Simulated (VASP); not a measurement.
# Se (P3_121) in VASP: single point with PBEsol+D3(BJ)

Aim: the single point of Se with PBEsol+D3(BJ).

All numbers are computed with VASP 6.6.1; they aren't measurements. Logs are shortened: lines on timing, memory, paths and dates and some standing lists are left out, and cuts for length are marked.

## 1. The cell of the first run

Symmetry: P3_121, No. 152, trigonal system. The conventional cell has a = 3.885 Å, b = 3.885 Å, c = 5.140 Å, α = 90.00°, β = 90.00°, γ = 120.00°. Se (site symmetry 2) has 6 Se at 2.45 to 3.05 Å within 3.2 Å.

## 2. Single point, PBEsol+D3(BJ)

INCAR

```
PREC = Accurate ; ENCUT = 520
EDIFF = 1E-6 ; ISMEAR = 0
SIGMA = 0.03 ; LREAL = False
LASPH = True ; NELM = 80
ALGO = Normal ; ISIF = 2
LWAVE = False ; LCHARG = False
GGA = PS ; IVDW = 12
NBANDS = 16
```

KPOINTS

```
regular mesh
0
Gamma
  12 12 8
```

POSCAR

```
Se
1.0
    3.8854949922      0.0000000000      0.0000000000
   -1.9427474961      3.3649373695      0.0000000000
    0.0000000000      0.0000000000      5.1396971945
Se
3
Direct
    0.2610773134      0.0000000000      0.3333333333
    0.0000000000      0.2610773134      0.6666666667
    0.7389226866      0.7389226866      0.0000000000
```

Potentials or basis: VASP PAW PBE potentials, release 64 (Se).

Run with:

```bash
> cat potpaw_PBE.64/Se/POTCAR > POTCAR
> mpirun -np 1 vasp_std > vasp.out
```

OUTCAR:

```text
PREC = Accurate
   ENCUT = 520
   EDIFF = 1E-6
   ISMEAR = 0
   LREAL = False
   LASPH = True
   NELM = 80
   ISIF = 2
   GGA = PS
   IVDW = 12
 IVDW          = 12

 ion  position               nearest neighbor table
   1  0.261  0.000  0.333-   3 2.45   2 2.45
   2  0.000  0.261  0.667-   3 2.45   1 2.45
   3  0.739  0.739  0.000-   2 2.45   1 2.45

  LATTYP: Found a hexagonal cell.
 ALAT       =     3.8854949922
 C/A-ratio  =     1.3227908426

  Lattice vectors:

 A1 = (   3.8854949922,   0.0000000000,   0.0000000000)
 A2 = (  -1.9427474961,   3.3649373695,   0.0000000000)
 A3 = (   0.0000000000,   0.0000000000,   5.1396971945)

Analysis of symmetry for initial positions (statically):
=====================================================================
 Subroutine PRICEL returns:
 Original cell was already a primitive cell.

 Routine SETGRP: Setting up the symmetry group for a
 hexagonal supercell.

 Subroutine GETGRP returns: Found  6 space group operations
 (whereof  2 operations were pure point group operations)
 out of a pool of 24 trial point group operations.

The static configuration has the point symmetry C_2 .
 The point group associated with its full space group is D_3 .

Analysis of symmetry for dynamics (positions and initial velocities):
=====================================================================
 Subroutine PRICEL returns:
 Original cell was already a primitive cell.

 Routine SETGRP: Setting up the symmetry group for a
 hexagonal supercell.

 Subroutine GETGRP returns: Found  6 space group operations
 (whereof  2 operations were pure point group operations)
 out of a pool of 24 trial point group operations.

The dynamic configuration has the point symmetry C_2 .
 The point group associated with its full space group is D_3 .

 Subroutine INISYM returns: Found  6 space group operations
 (whereof  2 operations are pure point group operations),
 and found     1 'primitive' translations

----------------------------------------------------------------------------------------

                                     Primitive cell

  volume of cell :      67.1987

  direct lattice vectors                    reciprocal lattice vectors
     3.885494992  0.000000000  0.000000000     0.257367466  0.148591176  0.000000000
    -1.942747496  3.364937370  0.000000000     0.000000000  0.297182351  0.000000000
     0.000000000  0.000000000  5.139697195     0.000000000  0.000000000  0.194563991

  length of vectors
     3.885494992  3.885494992  5.139697195     0.297182351  0.297182351  0.194563991

  position of ions in fractional coordinates (direct lattice)
     0.261077313  0.000000000  0.333333333
     1.000000000  0.261077313  0.666666667
     0.738922687  0.738922687  0.000000000

  ion indices of the primitive-cell ions
   primitive index   ion index
                 1           1
                 2           2
                 3           3

----------------------------------------------------------------------------------------

 KPOINTS: regular mesh

Automatic generation of k-mesh.
 Grid dimensions read from file:
 generate k-points for:   12   12    8

 Generating k-lattice:

  Cartesian coordinates                     Fractional coordinates (reciprocal lattice)
     0.021447289  0.012382598  0.000000000     0.083333333 -0.000000000  0.000000000
     0.000000000  0.024765196  0.000000000     0.000000000  0.083333333  0.000000000
     0.000000000  0.000000000  0.024320499     0.000000000  0.000000000  0.125000000

  Length of vectors
     0.024765196  0.024765196  0.024320499

  Shift w.r.t. Gamma in fractional coordinates (k-lattice)
     0.000000000  0.000000000  0.000000000

 Subroutine IBZKPT returns following result:
 ===========================================

 Found    131 irreducible k-points:

 Following reciprocal coordinates:
            Coordinates               Weight
  0.000000  0.000000  0.000000      1.000000
  0.083333  0.000000  0.000000      6.000000
  0.166667 -0.000000  0.000000      6.000000
  0.250000 -0.000000  0.000000      6.000000
  0.333333  0.000000  0.000000      6.000000
  0.416667  0.000000  0.000000      6.000000
[... 16 lines left out ...]
  0.166667 -0.000000  0.125000      6.000000
  0.000000  0.166667  0.125000      6.000000
 [... further k-points ...]
   k-points           NKPTS =    131   k-points in BZ     NKDIM =    131   number of bands    NBANDS=     16
   number of dos      NEDOS =    301   number of ions     NIONS =      3
   total plane-waves  NPLWV =  36000
   dimension x,y,z NGX =    30 NGY =   30 NGZ =   40
   dimension x,y,z NGXF=    60 NGYF=   60 NGZF=   80
   ions per type =               3
   NGX,Y,Z   is equivalent  to a cutoff of  12.84, 12.84, 12.94 a.u.
   NGXF,Y,Z  is equivalent  to a cutoff of  25.67, 25.67, 25.88 a.u.
 SYSTEM =  unknown system
   PREC   = accura    normal or accurate (medium, high low for compatibility)
   ISTART =      0    job   : 0-new  1-cont  2-samecut
   ICHARG =      2    charge: 1-file 2-atom 10-const
   ISPIN  =      1    spin polarized calculation?
   LNONCOLLINEAR =      F non collinear calculations
   LSORBIT =      F    spin-orbit coupling
   LASPH  =      T    aspherical Exc in radial PAW
   ENCUT  =  520.0 eV  38.22 Ry    6.18 a.u.   7.22  7.22  9.56*2*pi/ulx,y,z
   NELM   =     80;   NELMIN=  2; NELMDL= -5     # of ELM steps
   EDIFF  = 0.1E-05   stopping-criterion for ELM
   LREAL  =      F    real-space projection
   EDIFFG = 0.1E-04   stopping-criterion for IOM
   NSW    =      0    number of steps for IOM
   IBRION =     -1    ionic relax: 0-MD 1-quasi-New 2-CG
   NFREE  =      0    steps in history (QN), initial steepest desc. (CG)
   ISIF   =      2    stress and relaxation
   ISYM   =      2    0-nonsym 1-usesym 2-fastsym
   POTIM  = 0.5000    time-step for ionic-motion
   TEBEG  =    0.0;   TEEND  =   0.0 temperature during run
   PSTRESS=    0.0 pullay stress
   NELECT =      18.0000    total number of electrons
   NUPDOWN=      -1.0000    fix difference up-down
   EMIN   =  10.00;   EMAX   =-10.00  energy-range for DOS
   EFERMI =   0.00;   METHOD = LEGACY
   ISMEAR =     0;   SIGMA  =   0.03  broadening in eV -4-tet -1-fermi 0-gaus
   EFERMI_NEDOS =   21; number of points for ismear=-14 and -15
   IALGO  =     38    algorithm
   IMIX   =      4    mixing-type and parameters
     AMIX     =   0.40;   BMIX     =  1.00
     AMIX_MAG =   1.60;   BMIX_MAG =  1.00
  volume/ion in A,a.u.               =      22.40       151.16
  Fermi-wavevector in a.u.,A,eV,Ry     =   1.055307  1.994241 15.152432  1.113672
  Thomas-Fermi vector in A             =   2.190500
   LORBIT       =      0    0 simple, 1 ext, 2 COOP (PROOUT), +10 PAW based schemes
   GGA     = PS    functional components
   LHFCALC =     F    Hartree Fock is set to
   AEXX    =    0.0000 exact exchange contribution
   IVDW    =    12    specifies the selected vdW correction
   LEPSILON=     F    determine dielectric tensor
   LRPA    =     F    only Hartree local field effects (RPA)
 non-spin polarized calculation
 Gauss-broadening in eV      SIGMA  =   0.03
  energy-cutoff  :      520.00
  volume of cell :       67.20
 maximum number of plane-waves:      1830
 NGX is ok and might be reduce to    30
   NGX = 15   NGY = 15   NGZ = 19

 number of electron      18.0000000 magnetization

 Free energy of the ion-electron system (eV)
  ---------------------------------------------------
  ext. energy  EPLUGINS =         0.00000000
  ---------------------------------------------------
  free energy    TOTEN  =       -11.52726141 eV

  energy without entropy =      -11.52726141  energy(sigma->0) =      -11.52726141

 E-fermi :   4.7550     XC(G=0): -10.0560

 val. band max:        4.6558128891   @ k =   0.3333   0.3333   0.5000
 cond. band min:       4.8511486273   @ k =   0.3333   0.3333   0.5000
 fundamental gap:      0.1953357382
 Fermi energy:         4.7549940472

 k-point     1 :       0.0000    0.0000    0.0000
  band No.  band energies     occupation
      1     -11.8854      2.00000
      2      -7.6248      2.00000
      3      -7.6248      2.00000
      4       0.8878      2.00000
      5       1.2795      2.00000
      6       1.2795      2.00000
[... 8 lines left out ...]
     15      11.8919      0.00000
     16      12.6986      0.00000

 k-point     2 :       0.0833    0.0000    0.0000
  band No.  band energies     occupation
      1     -11.8256      2.00000
      2      -7.6377      2.00000
      3      -7.6048      2.00000
      4       0.3866      2.00000
      5       0.9444      2.00000
      6       1.1814      2.00000
[... 8 lines left out ...]
     15      12.1355      0.00000
     16      12.6399      0.00000

 k-point     3 :       0.1667   -0.0000    0.0000
  band No.  band energies     occupation
      1     -11.6508      2.00000
      2      -7.6944      2.00000
      3      -7.5480      2.00000
      4      -0.4226      2.00000
      5       0.4176      2.00000
      6       0.8915      2.00000
[... 8 lines left out ...]
     15      12.4307      0.00000
     16      12.8993      0.00000

 k-point     4 :       0.2500   -0.0000    0.0000
  band No.  band energies     occupation
      1     -11.3768      2.00000
      2      -7.8359      2.00000
      3      -7.4652      2.00000
      4      -1.0454      2.00000
      5      -0.0816      2.00000
      6       0.5650      2.00000
[... 8 lines left out ...]
     15      12.8718      0.00000
     16      13.6258      0.00000

 k-point     5 :       0.3333    0.0000    0.0000
  band No.  band energies     occupation
      1     -11.0397      2.00000
      2      -8.0811      2.00000
      3      -7.3762      2.00000
      4      -1.3594      2.00000
      5      -0.4766      2.00000
      6       0.3091      2.00000
[... 8 lines left out ...]
     15      13.6927      0.00000
     16      14.5238      0.00000

 k-point     6 :       0.4167    0.0000    0.0000
  band No.  band energies     occupation
      1     -10.7200      2.00000
      2      -8.3624      2.00000
      3      -7.3068      2.00000
      4      -1.4085      2.00000
      5      -0.7158      2.00000
      6       0.2020      2.00000
[... 8 lines left out ...]
     15      14.8216      0.00000
     16      15.4205      0.00000

 k-point     7 :       0.5000   -0.0000    0.0000
  band No.  band energies     occupation
      1     -10.5746      2.00000
      2      -8.5000      2.00000
      3      -7.2804      2.00000
      4      -1.3815      2.00000
      5      -0.7851      2.00000
      6       0.3559      2.00000
[... 8 lines left out ...]
     15      15.3846      0.00000
     16      16.0053      0.00000

 k-point     8 :       0.0833    0.0833    0.0000
  band No.  band energies     occupation
      1     -11.7083      2.00000
      2      -7.6663      2.00000
      3      -7.5728      2.00000
      4      -0.1597      2.00000
      5       0.3503      2.00000
      6       1.2097      2.00000
[... 8 lines left out ...]
     15      12.5079      0.00000
     16      12.6227      0.00000

 k-point     9 :       0.1667    0.0833    0.0000
  band No.  band energies     occupation
      1     -11.4833      2.00000
      2      -7.7516      2.00000
      3      -7.5191      2.00000
      4      -0.7841      2.00000
      5      -0.1838      2.00000
      6       0.9996      2.00000
[... 8 lines left out ...]
     15      12.8845      0.00000
     16      13.1458      0.00000
[... 172 lines left out ...]
 k-point    19 :       0.3333    0.3333    0.0000
  band No.  band energies     occupation
      1     -10.3525      2.00000
      2      -8.0197      2.00000
      3      -8.0197      2.00000
      4      -0.9655      2.00000
      5      -0.9655      2.00000
      6       0.8845      2.00000
[... 8 lines left out ...]
     15      12.0325      0.00000
     16      15.4368      0.00000

 k-point    20 :       0.0000    0.0000    0.1250
  band No.  band energies     occupation
      1     -11.8126      2.00000
      2      -8.5345      2.00000
      3      -6.6900      2.00000
      4       0.8748      2.00000
      5       0.9344      2.00000
      6       1.5503      2.00000
[... 8 lines left out ...]
     15      12.1439      0.00000
     16      12.2301      0.00000

 k-point    21 :       0.0833    0.0000    0.1250
  band No.  band energies     occupation
      1     -11.7534      2.00000
      2      -8.5091      2.00000
      3      -6.7194      2.00000
      4       0.3372      2.00000
      5       0.9334      2.00000
      6       1.3258      2.00000
[... 8 lines left out ...]
     15      12.0288      0.00000
     16      12.2983      0.00000

 k-point    22 :       0.0000    0.0833    0.1250
  band No.  band energies     occupation
      1     -11.7531      2.00000
      2      -8.5139      2.00000
      3      -6.7101      2.00000
      4       0.4700      2.00000
      5       0.6311      2.00000
      6       1.3288      2.00000
[... 8 lines left out ...]
     15      12.1082      0.00000
     16      12.4254      0.00000

 k-point    23 :       0.1667   -0.0000    0.1250
  band No.  band energies     occupation
      1     -11.5810      2.00000
      2      -8.4346      2.00000
      3      -6.8322      2.00000
      4      -0.3459      2.00000
      5       0.6148      2.00000
      6       0.9626      2.00000
[... 8 lines left out ...]
     15      12.1216      0.00000
     16      12.5149      0.00000

 k-point    24 :       0.0000    0.1667    0.1250
  band No.  band energies     occupation
      1     -11.5788      2.00000
      2      -8.4727      2.00000
      3      -6.7623      2.00000
      4      -0.3560      2.00000
      5       0.0882      2.00000
      6       0.9858      2.00000
[... 8 lines left out ...]
     15      12.5096      0.00000
     16      13.1281      0.00000

 [... further k-points ...]

------------------------ aborting loop because EDIFF is reached ----------------------------------------

 Edisp (eV)   -1.00736

 E8    (eV) :    -0.6357

  FORCE on cell =-STRESS in cart. coord.  units (eV):
  Direction    XX          YY          ZZ          XY          YZ          ZX
  --------------------------------------------------------------------------------------
  -------------------------------------------------------------------------------------
  Total       0.04203     0.04203     0.10190     0.00000     0.00000     0.00000
  in kB       1.00211     1.00211     2.42959     0.00000     0.00000     0.00000
  external pressure =        1.48 kB  Pullay stress =        0.00 kB

 VOLUME and BASIS-vectors are now :
 -----------------------------------------------------------------------------
  energy-cutoff  :      520.00
  volume of cell :       67.20
      direct lattice vectors                 reciprocal lattice vectors
     3.885494992  0.000000000  0.000000000     0.257367466  0.148591176  0.000000000
    -1.942747496  3.364937370  0.000000000     0.000000000  0.297182351  0.000000000
     0.000000000  0.000000000  5.139697195     0.000000000  0.000000000  0.194563991

 POSITION                                       TOTAL-FORCE (eV/Angst)
 -----------------------------------------------------------------------------------
      1.01441      0.00000      1.71323         0.027443     -0.000000     -0.000000
     -0.50721      0.87851      3.42646        -0.013721      0.023766      0.000000
      1.43554      2.48643      0.00000        -0.013721     -0.023766      0.000000
 -----------------------------------------------------------------------------------
    total drift:                               -0.000000     -0.000001     -0.000000

  FREE ENERGIE OF THE ION-ELECTRON SYSTEM (eV)
  ---------------------------------------------------
  free  energy   TOTEN  =       -12.5346219030 eV

  energy  without entropy=      -12.5346219009  energy(sigma->0) =      -12.53462190
```

Wall time 86 s (1 thread of Intel Xeon Platinum 8259CL at 2.50GHz (Skylake/Cascade Lake), shared host); peak memory 0.26 GiB.

What came out:

```
Free energy                : -12.5346 eV
Pressure                   : 0.1 GPa
Largest force              : 0.027 eV/Å
Band gap on the k mesh     : 0.20 eV
Dispersion energy per atom : -0.336 eV
```

Forces in eV/Å, atoms in the order of the input:
```
Se   0.027  0.000  0.000
Se  -0.014  0.024  0.000
Se  -0.014 -0.024  0.000
```

Caveat: the PAW data sets were made with another functional, which shifts forces and pressure a little.
